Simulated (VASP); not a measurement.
Write the native input for VASP 6.6.1 that does the following.

```
Task                   : single point
Functional             : PBE
Potentials or basis    : VASP PAW PBE potentials, release 64 (B, As)
Cutoff                 : 520 eV
k mesh                 : 12 × 12 × 4
Occupations            : gaussian, width 0.1 eV
Spin                   : no spin polarisation
Dipole correction      : no
Further INCAR settings : ALGO = Normal; EDIFF = 1e-06; NBANDS = 27
```

The structure of B3As5 lies in POSCAR:

```
B3As5
1.0
    3.4536334550      0.0000000000      0.0000000000
   -1.7268167275      2.9909343074      0.0000000000
    0.0000000000      0.0000000000     12.3794284113
B As
3 5
Direct
    0.0000000000      0.0000000000      0.4789992645
    0.3333333333      0.6666666667      0.0315428499
    0.6666666667      0.3333333333      0.2553862972
    0.6666666667      0.3333333333      0.4243927776
    0.0000000000      0.0000000000      0.9751658061
    0.3333333333      0.6666666667      0.2003766231
    0.0000000000      0.0000000000      0.6485985691
    0.3333333333      0.6666666667      0.7670378125
```

The input as run:

INCAR

```
PREC = Accurate ; ENCUT = 520
EDIFF = 1E-6 ; ISMEAR = 0
SIGMA = 0.1 ; LREAL = F
LASPH = T ; NELM = 100
ALGO = Normal ; ISIF = 2
LWAVE = F ; LCHARG = F
GGA = PE ; NBANDS = 27
```

KPOINTS

```
Automatic mesh
0
Gamma
  12 12 4
```

Potentials or basis: VASP PAW PBE potentials, release 64 (B, As).

The run is started by

```console
$ cat potpaw_PBE.64/B/POTCAR potpaw_PBE.64/As/POTCAR > POTCAR
$ mpirun -np 1 vasp_std > vasp.out
```

Results of the run:

```
Pressure               : 0.5 GPa
Largest force          : 0.075 eV/Å
Band gap on the k mesh : zero (bands 17 and 18 overlap by 0.86 eV)
```

Run time: 8.4 min on 1 thread of Intel Xeon 8259CL, with other jobs on the host, peak memory 0.37 GiB.
